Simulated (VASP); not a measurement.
**Sr: single point with r2SCAN**

Crystal: Sr.

```
Sr
1.0
    -2.49775    2.49775    2.46137
     2.49775   -2.49775    2.46137
     2.49775    2.49775   -2.46137
Sr
1
Direct
  0.00000 0.00000 0.00000
```

This cell differs from its parent crystal: strain +0.030 along x and y, +0.015 along z.

* Program: VASP 6.6.1
* Task: single point
* Functional: r2SCAN
* Potentials or basis: VASP PAW PBE potentials, release 64 (Sr_sv)
* Cutoff: 520 eV
* k mesh: 14 × 14 × 14
* Occupations: gaussian, width 0.15 eV
* Spin: no spin polarisation
* Dipole correction: no
* Further INCAR settings: ALGO = Normal; EDIFF = 1e-06; NBANDS = 11

The pressure is -0.9 GPa and the band gap on the k mesh is zero (bands 5 and 6 overlap by 0.27 eV).

Levels at points of the mesh, in eV from the Fermi level:
```csv
k point,band 1,band 2,band 3,band 4,band 5,band 6,band 7,band 8,band 9,band 10
"(0.00, 0.00, 0.00)",-38.27,-19.54,-19.54,-19.54,-3.67,2.53,2.61,2.61,3.78,3.89
"(0.50, 0.00, 0.00)",-38.26,-19.68,-19.59,-19.54,-0.89,0.00,1.41,3.68,4.31,5.38
"(0.50, 0.50, 0.00)",-38.26,-19.68,-19.59,-19.54,-0.92,-0.04,1.50,3.59,4.25,5.37
"(0.50, 0.50, 0.50)",-38.25,-19.64,-19.64,-19.64,0.03,0.06,3.36,3.36,3.56,5.02
```

Wall time 5.9 min on 1 thread of Intel Xeon 8259CL, with other jobs on the host, peak memory 0.31 GiB.

Caveat: the cell differs from its parent crystal (strain +0.030 along x and y, +0.015 along z); the PAW data sets were made with another functional, which shifts forces and pressure a little.
